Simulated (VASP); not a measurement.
Set up this calculation in VASP 6.6.1, as the native input.

```yaml
Task: single point
Functional: PBE
Potentials_or_basis: VASP PAW PBE potentials, release 64 (Sc_sv, As, Se)
Cutoff: 520 eV
k_mesh: 16 × 16 × 16
Occupations: gaussian, width 0.1 eV
Spin: no spin polarisation
Dipole_correction: no
Further_INCAR_settings: ALGO = Normal; EDIFF = 1e-06; NBANDS = 24
```

The structure of Sc2AsSe lies in POSCAR:

```
Sc2AsSe
1.0
   -2.1463910414      2.1463910414      5.3298498363
    2.1463910414     -2.1463910414      5.3298498363
    2.1463910414      2.1463910414     -5.3298498363
Sc As Se
2 1 1
Direct
    0.2615626818      0.2615626818      0.0000000000
    0.7384373182      0.7384373182      0.0000000000
    0.0000000000      0.0000000000      0.0000000000
    0.5000000000      0.5000000000      0.0000000000
```

The cell was generated, and may not be a known phase.

These files were run (other wordings do the same):

INCAR

```
SYSTEM = Sc2AsSe
  PREC = Accurate
  ENCUT = 520
  EDIFF = 1E-6
  ISMEAR = 0
  SIGMA = 0.1
  LREAL = .FALSE.
  LASPH = .TRUE.
  NELM = 80
  ALGO = Normal
  ISIF = 2
  LWAVE = .FALSE.
  LCHARG = .FALSE.
  GGA = PE
  NBANDS = 24
```

KPOINTS

```
Automatic mesh
0
G
  16 16 16
  0 0 0
```

Potentials or basis: VASP PAW PBE potentials, release 64 (Sc_sv, As, Se).

Command:

```sh
$ cat potpaw_PBE.64/Sc_sv/POTCAR potpaw_PBE.64/As/POTCAR potpaw_PBE.64/Se/POTCAR > POTCAR
$ mpirun -np 1 vasp_std > vasp.out
```

It gave:

```json
{
 "Pressure": "0.1 GPa",
 "Largest force": "0.017 eV/Å",
 "Band gap on the k mesh": "zero (an odd number of electrons rules out a gap without spin polarisation)"
}
```

Caveat: an odd number of electrons without spin polarisation forces a metal; a magnetic or distorted state may lie lower.

Run time: 19 min on 1 thread of Intel(R) Xeon(R) Platinum 8259CL CPU @ 2.50GHz (Skylake/Cascade Lake) (shared host), peak memory 0.97 GiB.
